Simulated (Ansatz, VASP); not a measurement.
## One calculation of Sb2Mo, two programs

The input POSCAR:

```
Sb2Mo
1.0
    3.7161767096      0.0000000000      0.0000000000
   -1.8580883548      3.2183034355      0.0000000000
    0.0000000000      0.0000000000      6.1443681699
Mo Sb
1 2
Direct
    0.0000000000      0.0000000000      0.0000000000
    0.3333333333      0.6666666667      0.2689865324
    0.3333333333      0.6666666667      0.7310134676
```

INCAR.step1

```
PREC = Accurate
ENCUT = 520
ISMEAR = -1
SIGMA = 0.05
LREAL = False
LASPH = True
NELM = 60
NBANDS = 19
GGA = PE
ALGO = Normal
EDIFF = 1E-4
LWAVE = True
LCHARG = False
```

The input INCAR.step2:

```
PREC = Accurate
ENCUT = 520
EDIFF = 1E-8
ISMEAR = -1
SIGMA = 0.05
LREAL = False
LASPH = True
NELM = 60
ALGO = Normal
ISIF = 2
LWAVE = False
LCHARG = False
METAGGA = R2SCAN
LMIXTAU = True
LEFG = True
NBANDS = 19
ISTART = 1
```

Contents of KPOINTS:

```
regular mesh
0
Gamma
  13 13 6
```

Input for Ansatz:

```yaml
crystal:
  lattice:
    - [3.7161767096, 0.0, 0.0]
    - [-1.8580883548, 3.2183034355, 0.0]
    - [0.0, 0.0, 6.1443681699]
  atoms:
    - { symbol: Mo, position: [0.0, 0.0, 0.0] }
    - { symbol: Sb, position: [0.3333333333, 0.6666666667, 0.2689865324] }
    - { symbol: Sb, position: [0.3333333333, 0.6666666667, 0.7310134676] }
kpoints:
  mp_grid: { grid: [13, 13, 6] }
  band_path:
    path:
      - [0.0, 0.0, 0.0]
      - [0.5, 0.0, 0.0]
      - [0.3333333333, 0.3333333333, 0.0]
      - [0.0, 0.0, 0.0]
      - [0.0, 0.0, 0.5]
      - [0.5, 0.0, 0.5]
      - [0.3333333333, 0.3333333333, 0.5]
      - [0.0, 0.0, 0.5]
      - [0.5, 0.0, 0.5]
    npoints: 14
scf:
  occupations: { method: fermi_dirac, width: 0.05 }
hamiltonian:
  xc: r2scan
  pseudopotentials: { kind: paw }
output:
  forces: true
  stress: true
  eigenvalues: true
  efg: { contact_densities: true }
  populations: true
  bader: true
  dos: { projected: true, de: 0.2, e_range: [-14, 8] }
  write_density: true
  write_potential: true
  elf: true
  volumetric_format: npy
```

Alike in both runs: task electric field gradients; functional r2SCAN; k mesh 13 × 13 × 6; occupations fermi-dirac, width 0.05 eV; no spin polarisation.

|  | VASP | Ansatz |
| --- | --- | --- |
| version | VASP 6.6.1 | Ansatz 0.2.0 |
| potentials or method | VASP PAW PBE potentials, release 64 (Mo_sv, Sb) | PAW with Ansatz's default frozen-core files, scalar-relativistic |
| plane-wave cutoff (eV) | 520 | 500 |
| valence electrons in the cell | 24 | 44 |

Ansatz gave:

* pressure (GPa): 0.0
* traceless stress, the component that is largest in VASP (GPa): 0.00
* rms of the force components (eV/Å): 0.001
* size of Vzz on the site where it differs most (V/Å²): 158.1

Which values does VASP return?

Pressure (GPa): 0.1; traceless stress, the component that is largest in VASP (GPa): 0.15; rms of the force components (eV/Å): 0.017; size of Vzz on the site where it differs most (V/Å²): 146.7.

VASP's potentials were made for PBE, not for r2SCAN. Atom by atom the forces differ by 0.016 eV/Å (rms over components). VASP's potentials hold 24 valence electrons a cell and Ansatz's 44, so a difference there can come from the potentials and not from the codes.

Spin-orbit coupling is off throughout.
